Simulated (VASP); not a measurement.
Wanted: the native input for a VASP 6.6.1 run.

| Property | Result |
| --- | --- |
| Task | single point |
| Functional | PBE |
| Potentials or basis | VASP PAW PBE potentials, release 64 (Mg, Sc_sv, C) |
| Cutoff | 520 eV |
| k mesh | 6 × 6 × 6 |
| Occupations | gaussian, width 0.1 eV |
| Spin | no spin polarisation |
| Dipole correction | no |
| Further INCAR settings | ALGO = Normal; EDIFF = 1e-06; NBANDS = 24 |

The structure of MgSc2C2 lies in POSCAR:

```
MgSc2C2
1.0
   -1.6627538063      2.4439123366      4.1219149043
    1.6627538063     -2.4439123366      4.1219149043
    1.6627538063      2.4439123366     -4.1219149043
Mg Sc C
1 2 2
Direct
    0.0000000000      0.0000000000      0.0000000000
    0.3094068109      0.8094068109      0.5000000000
    0.6905931891      0.1905931891      0.5000000000
    0.6511886852      0.5000000000      0.1511886852
    0.3488113148      0.5000000000      0.8488113148
```

One way to write it, as run:

INCAR

```
SYSTEM = MgSc2C2
ALGO = Normal
EDIFF = 1E-6
ENCUT = 520
GGA = PE
ISIF = 2
ISMEAR = 0
LASPH = .True.
LCHARG = .True.
LELF = .True.
LREAL = .False.
LVHAR = .True.
LWAVE = .False.
NBANDS = 24
NELM = 60
PREC = Accurate
SIGMA = 0.1
```

KPOINTS

```
k-points
0
Gamma
  6 6 6
  0 0 0
```

Potentials or basis: VASP PAW PBE potentials, release 64 (Mg, Sc_sv, C).

Launch:

```bash
$ cat potpaw_PBE.64/Mg/POTCAR potpaw_PBE.64/Sc_sv/POTCAR potpaw_PBE.64/C/POTCAR > POTCAR
$ mpirun -np 1 vasp_std > vasp.out
```

Results of the run:

```json
{
 "Pressure": "0.3 GPa",
 "Largest force": "0.102 eV/Å",
 "Band gap on the k mesh": "zero (band 16 reaches 6.25 eV, above the bottom of band 17 at 4.45 eV)"
}
```

Caveat: the k points lie up to 0.38 Å⁻¹ apart.

Wall time 2.1 min on 1 thread of AMD EPYC 7R13 Processor (Zen 3), on a shared host, peak memory 0.24 GiB.
